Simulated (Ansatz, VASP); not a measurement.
# Li2YZnC6N6: VASP beside Ansatz

```
CELL_PARAMETERS angstrom
0.00000 5.74985 5.74985
5.74985 0.00000 5.74985
5.74985 5.74985 0.00000
ATOMIC_POSITIONS crystal
Li 0.25000 0.25000 0.25000
Li 0.75000 0.75000 0.75000
Y 0.50000 0.50000 0.50000
Zn 0.00000 0.00000 0.00000
C 0.80686 0.19314 0.19314
C 0.19314 0.80686 0.19314
C 0.19314 0.19314 0.80686
C 0.19314 0.80686 0.80686
C 0.80686 0.19314 0.80686
C 0.80686 0.80686 0.19314
N 0.70470 0.29530 0.29530
N 0.29530 0.70470 0.29530
N 0.29530 0.29530 0.70470
N 0.29530 0.70470 0.70470
N 0.70470 0.29530 0.70470
N 0.70470 0.70470 0.29530
```

Alike in both runs: functional PBE; k mesh 4 × 4 × 4; occupations gaussian, width 0.1 eV; no spin polarisation.

Ansatz relaxed the structure, and its values are those at the end. VASP's run is a single point on that final structure, the one shown.

|  | VASP | Ansatz |
| --- | --- | --- |
| version | VASP 6.6.1 | Ansatz 0.2.0 |
| potentials or method | VASP PAW PBE potentials, release 64 (Li_sv, Y_sv, Zn, C_h, N_h), cutoff 910 eV | scalar-relativistic, plane waves, PAW |
| valence electrons in the cell | 83 | 83 |

```csv
,VASP,Ansatz,Ansatz less VASP
gap on the k mesh at the Fermi level (eV),none,none,-
rms of the force components (eV/Å),0.006,0.003,-0.0030
```

A gap of «none» marks a metal or a gap that the smearing closes. The functional is the same, so the differences come from potentials, cutoffs and numerics.

Noted on VASP's run: the cutoff is short for stress, so the pressure is rough.
